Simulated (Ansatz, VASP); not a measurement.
**Two plane-wave programs on MgO**

The input INCAR:

```
SYSTEM = MgO
PREC = Accurate ; ENCUT = 520
EDIFF = 1E-6 ; ISMEAR = 0
SIGMA = 0.05 ; LREAL = .False.
LASPH = .True. ; NELM = 60
ALGO = Normal ; ISIF = 2
LWAVE = .False. ; LCHARG = .False.
GGA = PS ; NBANDS = 26
```

File KPOINTS:

```
Automatic mesh
0
Gamma
  6 6 6
  0 0 0
```

Contents of POSCAR:

```
MgO
1.0
    4.2703000000      0.0000000000      0.0000000000
    0.0000000000     -4.2703000000      0.0000000000
    0.0000000000      0.0000000000     -4.2703000000
Mg O
4 4
Direct
    0.0298056859      0.4701943141      0.5000000000
    0.5000000000      0.0000000000      0.5000000000
    0.5000000000      0.5000000000      0.0000000000
    0.0000000000      0.0000000000      0.0000000000
    0.5000000000      0.0000000000      0.0000000000
    0.0000000000      0.5000000000      0.0000000000
    0.0000000000      0.0000000000      0.5000000000
    0.5000000000      0.5000000000      0.5000000000
```

Input for Ansatz:

```yaml
crystal:
  lattice:
    - [4.2703, 0.0, 0.0]
    - [0.0, -4.2703, 0.0]
    - [0.0, 0.0, -4.2703]
  atoms:
    - { symbol: Mg, position: [0.0298056859, 0.4701943141, 0.5] }
    - { symbol: Mg, position: [0.5, 0.0, 0.5] }
    - { symbol: Mg, position: [0.5, 0.5, 0.0] }
    - { symbol: Mg, position: [0.0, 0.0, 0.0] }
    - { symbol: O, position: [0.5, 0.0, 0.0] }
    - { symbol: O, position: [0.0, 0.5, 0.0] }
    - { symbol: O, position: [0.0, 0.0, 0.5] }
    - { symbol: O, position: [0.5, 0.5, 0.5] }
basis:
  ecutwfc: 420
kpoints:
  mp_grid: { grid: [6, 6, 6] }
hamiltonian:
  xc: pbesol
scf:
  occupations: { method: gaussian, width: 0.05 }
output:
  forces: true
  stress: true
  eigenvalues: true
```

Alike in both runs: task single point; functional PBEsol; k mesh 6 × 6 × 6; occupations gaussian, width 0.05 eV; no spin polarisation.

|  | VASP | Ansatz |
| --- | --- | --- |
| version | VASP 6.6.1 | Ansatz 0.2.0 |
| potentials or method | VASP PAW PBE potentials, release 64 (Mg, O), cutoff 520 eV | scalar-relativistic, plane waves, PAW |
| valence electrons in the cell | 32 | 64 |

|  | VASP | Ansatz | Ansatz less VASP |
| --- | --- | --- | --- |
| gap on the k mesh at the Fermi level (eV) | 4.24 | 4.24 | 0.000 |
| least direct gap on the mesh (eV) | 4.24 | 4.24 | 0.000 |
| pressure (GPa) | -5.5 | -4.9 | +0.54 |
| traceless stress, the component that is largest in VASP (GPa) | -0.76 | -0.75 | +0.009 |
| rms of the force components (eV/Å) | 0.364 | 0.361 | -0.0035 |

VASP's potentials were made for PBE, not for PBEsol. Atom by atom the forces differ by 0.004 eV/Å (rms over components). The functional is the same, so the differences come from potentials, cutoffs and numerics. VASP's potentials hold 32 valence electrons a cell and Ansatz's 64, so a difference there can come from the potentials and not from the codes.
